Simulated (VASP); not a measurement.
Input of a VASP 6.6.1 run:

INCAR

```
SYSTEM = Ge3Pt
PREC = Accurate ; ENCUT = 600
EDIFF = 1E-6 ; ISMEAR = 0
SIGMA = 0.1 ; LREAL = .FALSE.
LASPH = .TRUE. ; NELM = 60
ALGO = Normal ; ISIF = 3
LWAVE = .FALSE. ; LCHARG = .FALSE.
GGA = PE ; IBRION = 2
NSW = 90 ; EDIFFG = -0.04
```

The input KPOINTS:

```
Automatic mesh
0
G
  4 4 4
  0 0 0
```

File POSCAR:

```
Ge3Pt
1.0
    4.0591999689      0.0000000000      0.0000000000
    0.0000000000      4.0591999689      0.0000000000
    0.0000000000      0.0000000000      4.0591999689
Ge Pt
3 1
Direct
    0.0000000000      0.5000000000      0.5000000000
    0.5000000000      0.0000000000      0.5000000000
    0.5000000000      0.5000000000      0.0000000000
    0.0000000000      0.0000000000      0.0000000000
```

Potentials or basis: VASP PAW PBE potentials, release 64 (Ge_d, Pt).

Run with:

```sh
$ cat potpaw_PBE.64/Ge_d/POTCAR potpaw_PBE.64/Pt/POTCAR > POTCAR
$ mpirun -np 1 vasp_std > vasp.out
```

Problem. What does it give for the relaxed cell?

Solution. a = 4.149 Å, b = 4.149 Å, c = 4.149 Å, α = 90.00°, β = 90.00°, γ = 90.00°.

Problem. Estimate the space group after relaxing (to 0.1 Å).

Solution. Pm-3m (No. 221).

Problem. Estimate the band gap on the k mesh.

Solution. Zero (bands 26 and 27 overlap by 1.61 eV).

Final structure:
```
CELL_PARAMETERS angstrom
4.14909 0.00000 0.00000
0.00000 4.14909 0.00000
0.00000 0.00000 4.14909
ATOMIC_POSITIONS crystal
Ge 0.00000 0.50000 0.50000
Ge 0.50000 0.00000 0.50000
Ge 0.50000 0.50000 0.00000
Pt 0.00000 0.00000 0.00000
```

Caveat: the k points lie up to 0.38 Å⁻¹ apart in the final cell, too coarse for converged energies and pressures of a metal; spin-orbit coupling is left out, which moves the levels of the heavy elements.
